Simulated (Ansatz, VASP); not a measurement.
**IrRh5 in VASP and in Ansatz**

```
Ir Rh
1.0
     2.72830    0.00000    0.00000
    -1.36415    2.36278    0.00000
     0.00000    0.00000   13.19084
Ir Rh
1 5
Direct
  0.66667 0.33333 0.50000
  0.33333 0.66667 0.66661
  0.33333 0.66667 0.00000
  0.33333 0.66667 0.33339
  0.66667 0.33333 0.83403
  0.66667 0.33333 0.16597
```

Alike in both runs: task single point; functional PBE; k mesh 6 × 6 × 2; occupations gaussian, width 0.1 eV; no spin polarisation.

|  | VASP | Ansatz |
| --- | --- | --- |
| version | VASP 6.6.1 | Ansatz 0.2.0 |
| potentials or method | VASP PAW PBE potentials, release 64 (Ir, Rh_pv), cutoff 520 eV | scalar-relativistic, plane waves, PAW |
| valence electrons in the cell | 84 | 102 |

|  | VASP | Ansatz | Ansatz less VASP |
| --- | --- | --- | --- |
| gap on the k mesh at the Fermi level (eV) | none | none | - |
| pressure (GPa) | 0.5 | 0.4 | -0.11 |
| traceless stress, the component that is largest in VASP (GPa) | -4.01 | -4.05 | -0.038 |
| rms of the force components (eV/Å) | 0.011 | 0.018 | +0.0066 |

Atom by atom the forces differ by 0.007 eV/Å (rms over components). A gap of «none» marks a metal or a gap that the smearing closes. VASP's potentials hold 84 valence electrons a cell and Ansatz's 102, so a difference there can come from the potentials and not from the codes.

The k mesh is coarse, so the values compare programs but aren't converged. Neither program's run includes spin-orbit coupling.
